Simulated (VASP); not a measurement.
Write the native input for VASP 6.6.1 that does the following.

* Task: single point
* Functional: PBE
* Dispersion: D3(BJ)
* Potentials or basis: VASP PAW PBE potentials, release 64 (W_sv, S)
* Cutoff: 520 eV
* k mesh: 12 × 12 × 2
* Occupations: gaussian, width 0.02 eV
* Spin: no spin polarisation
* Dipole correction: no
* Further INCAR settings: ALGO = Normal; EDIFF = 1e-07; NBANDS = 20

The structure of WS2 lies in POSCAR:

```
WS2
1.0
    3.1610702728      0.0000000000      0.0000000000
   -1.5805351364      2.7375671594      0.0000000000
    0.0000000000      0.0000000000     17.9404610565
W S
1 2
Direct
    0.3333333333      0.6666666667      0.0000000000
    0.6666666667      0.3333333333      0.9121665800
    0.6666666667      0.3333333333      0.0878334200
```

The input as run:

INCAR

```
SYSTEM = WS2
PREC     = Accurate       ! precision mode
ENCUT    = 520            ! plane-wave cutoff, eV
EDIFF    = 1E-7           ! SCF threshold, eV
ISMEAR   = 0              ! smearing method
SIGMA    = 0.02           ! smearing width, eV
LREAL    = .FALSE.        ! projectors in reciprocal space
LASPH    = .TRUE.         ! aspherical terms in the spheres
NELM     = 60             ! most SCF steps
ALGO     = Normal         ! electronic algorithm
ISIF     = 2              ! what is computed and relaxed
LWAVE    = .FALSE.        ! write WAVECAR
LCHARG   = .FALSE.        ! write CHGCAR
GGA      = PE             ! functional
IVDW     = 12             ! dispersion correction
NBANDS   = 20             ! bands
```

KPOINTS

```
Automatic mesh
0
G
  12 12 2
  0 0 0
```

Potentials or basis: VASP PAW PBE potentials, release 64 (W_sv, S).

Command:

```console
$ cat potpaw_PBE.64/W_sv/POTCAR potpaw_PBE.64/S/POTCAR > POTCAR
$ mpirun -np 1 vasp_std > vasp.out
```

It gave:

- Band gap on the k mesh: 1.92 eV
- Dispersion energy per atom: -0.310 eV

Caveat: spin-orbit coupling is left out, which moves the levels of the heavy elements.

It took 110 s on 1 thread of Intel(R) Xeon(R) 6975P-C (Granite Rapids) (shared host), peak memory 0.33 GiB.
